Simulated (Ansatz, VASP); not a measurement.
**One calculation of Au, two programs**

INCAR

```
SYSTEM = Au
PREC     = Accurate       ! precision mode
ENCUT    = 520            ! plane-wave cutoff, eV
EDIFF    = 1E-6           ! SCF threshold, eV
ISMEAR   = 0              ! smearing method
SIGMA    = 0.15           ! smearing width, eV
LREAL    = .False.        ! projectors in reciprocal space
LASPH    = .True.         ! aspherical terms in the spheres
NELM     = 100            ! most SCF steps
ALGO     = Normal         ! electronic algorithm
ISIF     = 2              ! what is computed and relaxed
LWAVE    = .False.        ! write WAVECAR
LCHARG   = .False.        ! write CHGCAR
GGA      = PE             ! functional
NBANDS   = 12             ! bands
```

KPOINTS

```
regular mesh
0
Gamma
  20 20 20
  0 0 0
```

Contents of POSCAR:

```
Au
1.0
    0.0000000000      1.9841350000      2.1068650000
    1.9841350000      0.0000000000      2.1068650000
    1.9841350000      1.9841350000      0.0000000000
Au
1
Direct
    0.0000000000      0.0000000000      0.0000000000
```

Input for Ansatz:

```yaml
crystal:
  lattice:
    - [0.0, 1.984135, 2.106865]
    - [1.984135, 0.0, 2.106865]
    - [1.984135, 1.984135, 0.0]
  atoms:
    - { symbol: Au, position: [0.0, 0.0, 0.0] }
basis:
  ecutwfc: 420
kpoints:
  mp_grid: { grid: [20, 20, 20] }
hamiltonian:
  xc: pbe
scf:
  occupations: { method: gaussian, width: 0.15 }
output:
  forces: true
  stress: true
  eigenvalues: true
```

Change from the starting cell: strain -0.030 along x and y, +0.030 along z, atoms carried along.

Alike in both runs: task single point; functional PBE; k mesh 20 × 20 × 20; occupations gaussian, width 0.15 eV; no spin polarisation.

```csv
,VASP,Ansatz
version,VASP 6.6.1,Ansatz 0.2.0
potentials or method,"VASP PAW PBE potentials, release 64 (Au), cutoff 520 eV","scalar-relativistic, plane waves, PAW"
valence electrons in the cell,11,19
```

VASP gave:

| Item | Value |
| --- | --- |
| gap on the k mesh at the Fermi level (eV) | none |
| pressure (GPa) | 14.0 |
| traceless stress, the component that is largest in VASP (GPa) | -1.85 |

Question: What did Ansatz give for the same quantities?

Answer: gap on the k mesh at the Fermi level (eV): none; pressure (GPa): 14.4; traceless stress, the component that is largest in VASP (GPa): -1.85.

A gap of «none» marks a metal or a gap that the smearing closes. VASP's potentials hold 11 valence electrons a cell and Ansatz's 19, so a difference there can come from the potentials and not from the codes.

Spin-orbit coupling is off throughout.
